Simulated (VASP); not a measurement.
Write the native input for VASP 6.6.1 that does the following.

* Task: single point
* Functional: PBEsol
* Potentials or basis: VASP PAW PBE potentials, release 64 (Sn_d, Se)
* Cutoff: 520 eV
* k mesh: 6 × 6 × 3
* Occupations: fermi-dirac, width 0.05 eV
* Spin: no spin polarisation
* Dipole correction: no
* Further INCAR settings: ALGO = Normal; EDIFF = 1e-07; NBANDS = 28

The structure of SnSe lies in POSCAR:

```
SnSe
1.0
    4.2853274191      0.0000000000      0.0000000000
    0.0000000000      4.2853274191      0.0000000000
    0.0000000000      0.0000000000     10.9906921300
Sn Se
2 2
Direct
    0.0000000000      0.5000000000      0.6277708900
    0.5000000000      0.0000000000      0.3722291100
    0.0000000000      0.5000000000      0.3839605100
    0.5000000000      0.0000000000      0.6160394900
```

These files were run (other wordings do the same):

INCAR

```
PREC = Accurate ; ENCUT = 520
EDIFF = 1E-7 ; ISMEAR = -1
SIGMA = 0.05 ; LREAL = F
LASPH = T ; NELM = 60
ALGO = Normal ; ISIF = 2
LWAVE = F ; LCHARG = T
GGA = PS ; LELF = T
LVHAR = T ; NBANDS = 28
```

KPOINTS

```
regular mesh
0
Gamma
  6 6 3
```

Potentials or basis: VASP PAW PBE potentials, release 64 (Sn_d, Se).

The run is started by

```sh
$ cat potpaw_PBE.64/Sn_d/POTCAR potpaw_PBE.64/Se/POTCAR > POTCAR
$ mpirun -np 1 vasp_std > vasp.out
```

It gave:

```
Largest force          : 0.094 eV/Å
Band gap on the k mesh : 1.47 eV, direct
```

Caveat: the PAW data sets were made with another functional, which shifts forces and pressure a little; spin-orbit coupling is left out, which moves the levels of the heavy elements.

Run time: 96 s on 1 thread of Intel(R) Xeon(R) Platinum 8259CL CPU @ 2.50GHz (Skylake/Cascade Lake), with other jobs on the host, peak memory 0.32 GiB.
